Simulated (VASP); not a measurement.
A run of VASP 6.6.1 is set up as follows.

Contents of INCAR:

```
PREC = Accurate
ENCUT = 520
EDIFF = 1E-7
ISMEAR = -1
SIGMA = 0.05
LREAL = False
LASPH = True
NELM = 150
ALGO = Normal
ISIF = 2
LWAVE = False
LCHARG = False
ISPIN = 2
MAGMOM = 1 1
LORBIT = 11
LMAXMIX = 4
GGA = PS
NBANDS = 21
```

Contents of KPOINTS:

```
Automatic mesh
0
Gamma
  12 12 7
```

POSCAR

```
Ni
1.0
    2.4315927189      0.0000000000      0.0000000000
   -1.2157963594      2.1058210663      0.0000000000
    0.0000000000      0.0000000000      4.0454724674
Ni
2
Direct
    0.6666666667      0.3333333333      0.7500000000
    0.3333333333      0.6666666667      0.2500000000
```

Potentials or basis: VASP PAW PBE potentials, release 64 (Ni).

Launch:

```bash
$ cat potpaw_PBE.64/Ni/POTCAR > POTCAR
$ mpirun -np 1 vasp_std > vasp.out
```

Estimate the site moments.

Ni +0.63 μB.

Estimate the pressure.

1.3 GPa.

Predict the net moment.

1.25 μB per cell.

Stress tensor (GPa, compression positive):
```
 2.72  0.00  0.00
 0.00  2.72  0.00
 0.00  0.00 -1.40
```

Caveat: the PAW data sets were made with another functional, which shifts forces and pressure a little.
